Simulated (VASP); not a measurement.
# Cr (Pm-3m) in VASP: density of states with PBE

Aim: the density of states of Cr with PBE.

All numbers are computed with VASP 6.6.1; they aren't measurements. Logs are shortened: lines on timing, memory, paths and dates and some standing lists are left out, and cuts for length are marked.

### Step 1. The cell of the first run

The structure is cubic, space group Pm-3m (No. 221). Conventional cell: a = 1.858 Å, b = 1.858 Å, c = 1.858 Å, α = 90.00°, β = 90.00°, γ = 90.00°. Within 2.5 Å of Cr (site symmetry m-3m) lie 6 Cr at 1.86 Å.

### Step 2. Density of states, PBE, collinear spin, ferromagnetic start (volume scaled by 0.5)

The input, POSCAR:

```
Cr
1.0
    1.8577571177      0.0000000000      0.0000000000
    0.0000000000      1.8577571177      0.0000000000
    0.0000000000      0.0000000000      1.8577571177
Cr
1
Direct
    0.0000000000      0.0000000000      0.0000000000
```

The input, INCAR.step1:

```
SYSTEM = Cr
PREC = Accurate
ENCUT = 520
EDIFF = 1E-6
ISMEAR = -1
SIGMA = 0.05
LREAL = .FALSE.
LASPH = .TRUE.
NELM = 150
ALGO = Normal
ISIF = 2
LWAVE = .FALSE.
LCHARG = .TRUE.
ISPIN = 2
MAGMOM = 2
LMAXMIX = 4
GGA = PE
NBANDS = 16
```

The input, KPOINTS.step1:

```
Automatic mesh
0
G
  16 16 16
  0 0 0
```

The input, INCAR.step2:

```
SYSTEM = Cr
PREC = Accurate
ENCUT = 520
EDIFF = 1E-6
ISMEAR = -5
SIGMA = 0.05
LREAL = .FALSE.
LASPH = .TRUE.
NELM = 150
ALGO = Normal
ISIF = 2
LWAVE = .FALSE.
LCHARG = .FALSE.
ISPIN = 2
MAGMOM = 2
LORBIT = 11
LMAXMIX = 4
GGA = PE
NEDOS = 1001
ICHARG = 11
```

The input, KPOINTS.step2:

```
Automatic mesh
0
G
  24 24 24
  0 0 0
```

Potentials or basis: VASP PAW PBE potentials, release 64 (Cr_pv).

On the command line:

```
$ cat potpaw_PBE.64/Cr_pv/POTCAR > POTCAR
$ cp INCAR.step1 INCAR
$ cp KPOINTS.step1 KPOINTS
$ mpirun -np 1 vasp_std > vasp.out
$ cp INCAR.step2 INCAR
$ cp KPOINTS.step2 KPOINTS
$ mpirun -np 1 vasp_std > vasp.out
```

OUTCAR:

```text
SYSTEM = Cr
   PREC = Accurate
   ENCUT = 520
   EDIFF = 1E-6
   ISMEAR = -5
   LREAL = .FALSE.
   LASPH = .TRUE.
   NELM = 150
   ISIF = 2
   ISPIN = 2
   LORBIT = 11
   GGA = PE
   ICHARG = 11

 ion  position               nearest neighbor table
   1  0.000  0.000  0.000-

  LATTYP: Found a simple cubic cell.
 ALAT       =     1.8577571177

  Lattice vectors:

 A1 = (   1.8577571177,   0.0000000000,   0.0000000000)
 A2 = (   0.0000000000,   1.8577571177,   0.0000000000)
 A3 = (   0.0000000000,   0.0000000000,   1.8577571177)

Analysis of symmetry for initial positions (statically):
=====================================================================
 Subroutine PRICEL returns:
 Original cell was already a primitive cell.

 Routine SETGRP: Setting up the symmetry group for a
 simple cubic supercell.

 Subroutine GETGRP returns: Found 48 space group operations
 (whereof 48 operations were pure point group operations)
 out of a pool of 48 trial point group operations.

The static configuration has the point symmetry O_h .

Analysis of symmetry for dynamics (positions and initial velocities):
=====================================================================
 Subroutine PRICEL returns:
 Original cell was already a primitive cell.

 Routine SETGRP: Setting up the symmetry group for a
 simple cubic supercell.

 Subroutine GETGRP returns: Found 48 space group operations
 (whereof 48 operations were pure point group operations)
 out of a pool of 48 trial point group operations.

The dynamic configuration has the point symmetry O_h .

Analysis of structural, dynamic, and magnetic symmetry:
=====================================================================
 Subroutine PRICEL returns:
 Original cell was already a primitive cell.

 Routine SETGRP: Setting up the symmetry group for a
 simple cubic supercell.

 Subroutine GETGRP returns: Found 48 space group operations
 (whereof 48 operations were pure point group operations)
 out of a pool of 48 trial point group operations.

The overall configuration has the point symmetry O_h .

 Subroutine INISYM returns: Found 48 space group operations
 (whereof 48 operations are pure point group operations),
 and found     1 'primitive' translations

----------------------------------------------------------------------------------------

                                     Primitive cell

  volume of cell :       6.4116

[... 114 lines left out ...]
   LHFCALC =     F    Hartree Fock is set to
   AEXX    =    0.0000 exact exchange contribution
   IVDW    =     0    specifies the selected vdW correction
   LEPSILON=     F    determine dielectric tensor
   LRPA    =     F    only Hartree local field effects (RPA)
 spin polarized calculation
 Fermi weights with tetrahedron method with Bloechl corrections
  energy-cutoff  :      520.00
  volume of cell :        6.41
 maximum number of plane-waves:       183
 NGX is ok and might be reduce to    14

 number of electron      12.0000020 magnetization      -0.0000061

 Free energy of the ion-electron system (eV)
  ---------------------------------------------------
  ext. energy  EPLUGINS =         0.00000000
  ---------------------------------------------------
  free energy    TOTEN  =        -2.30062092 eV

  energy without entropy =       -2.30062092  energy(sigma->0) =       -2.30062092

 E-fermi :  21.9697     XC(G=0): -17.3047

 val. band max:       22.4467226702   @ k =   0.4583   0.0000   0.0000
 cond. band min:      21.8188106995   @ k =   0.4167   0.2083   0.0833
 fundamental gap:     -0.6279119708
 Fermi energy:        21.9697305719

 spin component 1

 k-point     1 :       0.0000    0.0000    0.0000
  band No.  band energies     occupation
      1     -19.3212      1.00000
      2     -19.3212      1.00000
      3     -19.3212      1.00000
      4      13.4231      1.00000
      5      14.2594      1.00000
      6      14.2594      1.00000
      7      27.6771      0.00000
      8      27.6771      0.00000
      9      27.6771      0.00000
     10      30.1176      0.00000
     11      52.4505      0.00000
[... 310 lines left out ...]
  band No.  band energies     occupation
      1     -25.5118      1.00000
      2     -18.7974      1.00000
      3     -18.6746      1.00000
      4      16.2144      1.00000
      5      18.2797      1.00000
      6      21.2251      1.00977
      7      22.4660      0.00000
      8      24.0207      0.00000
      9      28.0865      0.00000
     10      30.0057      0.00000
     11      39.0422      0.00000

 [... further k-points ...]

 spin component 2

 k-point     1 :       0.0000    0.0000    0.0000
  band No.  band energies     occupation
      1     -19.3212      1.00000
      2     -19.3212      1.00000
      3     -19.3212      1.00000
      4      13.4231      1.00000
      5      14.2594      1.00000
      6      14.2594      1.00000
      7      27.6771      0.00000
      8      27.6771      0.00000
      9      27.6771      0.00000
     10      30.1176      0.00000
     11      52.4505      0.00000
[... 310 lines left out ...]
  band No.  band energies     occupation
      1     -25.5118      1.00000
      2     -18.7974      1.00000
      3     -18.6746      1.00000
      4      16.2144      1.00000
      5      18.2797      1.00000
      6      21.2251      1.00977
      7      22.4660      0.00000
      8      24.0207      0.00000
      9      28.0865      0.00000
     10      30.0057      0.00000
     11      39.0422      0.00000

 [... further k-points ...]
[... 5 lines left out ...]
  --------------------------------------------------------------------------------------
  -------------------------------------------------------------------------------------
  Total       23.1458025     23.1458025     23.1458025     -0.0000000     -0.0000000      0.0000000
  in kB     5783.8367102   5783.8367102   5783.8367102     -0.0000000     -0.0000000      0.0000000
  external PRESSURE =    5783.8367102 kB  Pullay stress =       0.0000000 kB

 VOLUME and BASIS-vectors are now :
 -----------------------------------------------------------------------------
  energy-cutoff  :      520.00
  volume of cell :        6.41
      direct lattice vectors                 reciprocal lattice vectors
     1.857757118  0.000000000  0.000000000     0.538283498  0.000000000  0.000000000
     0.000000000  1.857757118  0.000000000     0.000000000  0.538283498  0.000000000
     0.000000000  0.000000000  1.857757118     0.000000000  0.000000000  0.538283498

 POSITION                                       TOTAL-FORCE (eV/Angst)
 -----------------------------------------------------------------------------------
      0.00000      0.00000      0.00000         0.000000      0.000000      0.000000
 -----------------------------------------------------------------------------------
    total drift:                               -0.000000     -0.000000     -0.000000

  FREE ENERGIE OF THE ION-ELECTRON SYSTEM (eV)
  ---------------------------------------------------
  free  energy   TOTEN  =        -2.3006209184 eV

  energy  without entropy=       -2.3006209184  energy(sigma->0) =       -2.30062092

 total charge

# of ion       s       p       d       tot
------------------------------------------
    1        0.626   6.770   5.925  13.321

 magnetization (x)

# of ion       s       p       d       tot
------------------------------------------
    1        0.000   0.000   0.000   0.000
```

OUTCAR.step1:

```text
SYSTEM = Cr
   PREC = Accurate
   ENCUT = 520
   EDIFF = 1E-6
   ISMEAR = -1
   LREAL = .FALSE.
[... 1153 lines left out ...]
 -----------------------------------------------------------------------------------
      0.00000      0.00000      0.00000         0.000000      0.000000      0.000000
 -----------------------------------------------------------------------------------
    total drift:                                0.000000     -0.000000     -0.000000

  FREE ENERGIE OF THE ION-ELECTRON SYSTEM (eV)
  ---------------------------------------------------
  free  energy   TOTEN  =        -2.3083198941 eV

  energy  without entropy=       -2.3016802654  energy(sigma->0) =       -2.30500008
```

OSZICAR.step1:

```text
N       E                     dE             d eps       ncg     rms          rms(c)
DAV:   1     0.720676148470E+02    0.72068E+02   -0.58504E+03 11560   0.997E+02
DAV:   2    -0.734899244664E+00   -0.72803E+02   -0.68301E+02 11120   0.250E+02
DAV:   3    -0.182257790822E+01   -0.10877E+01   -0.10862E+01 12048   0.320E+01
DAV:   4    -0.182392290736E+01   -0.13450E-02   -0.13450E-02 11776   0.112E+00
DAV:   5    -0.182392534728E+01   -0.24399E-05   -0.24407E-05 12032   0.429E-02    0.369E+01
DAV:   6    -0.233870006755E+01   -0.51477E+00   -0.71329E-02 11376   0.383E+00    0.196E+01
DAV:   7    -0.226317038039E+01    0.75530E-01   -0.64609E-02 11640   0.274E+00    0.504E+00
DAV:   8    -0.230476374066E+01   -0.41593E-01   -0.15725E-02 11112   0.141E+00    0.163E+00
DAV:   9    -0.230820390043E+01   -0.34402E-02   -0.66954E-04 11752   0.381E-01    0.373E-01
DAV:  10    -0.230831155490E+01   -0.10765E-03   -0.17528E-04 11344   0.170E-01    0.777E-02
DAV:  11    -0.230832709040E+01   -0.15535E-04   -0.14570E-05 11104   0.418E-02    0.290E-02
DAV:  12    -0.230832463867E+01    0.24517E-05   -0.71703E-07 10280   0.968E-03    0.124E-02
DAV:  13    -0.230832010532E+01    0.45333E-05   -0.23449E-07  6488   0.685E-03    0.183E-03
DAV:  14    -0.230831989409E+01    0.21123E-06   -0.29872E-08  5376   0.237E-03
   1 F= -.23083199E+01 E0= -.23050001E+01  d E =-.663963E-02  mag=    -0.0000
```

Wall time 48 s (1 thread of AMD EPYC 9R45 (Zen 5), shared host); peak memory 0.14 GiB.

What came out:

| Item | Value |
| --- | --- |
| Net moment | 0.00 μB per cell |

Caveat: the starting moments collapsed, and a magnetic state may lie lower; tetrahedron occupations give inexact forces and stress in metals.
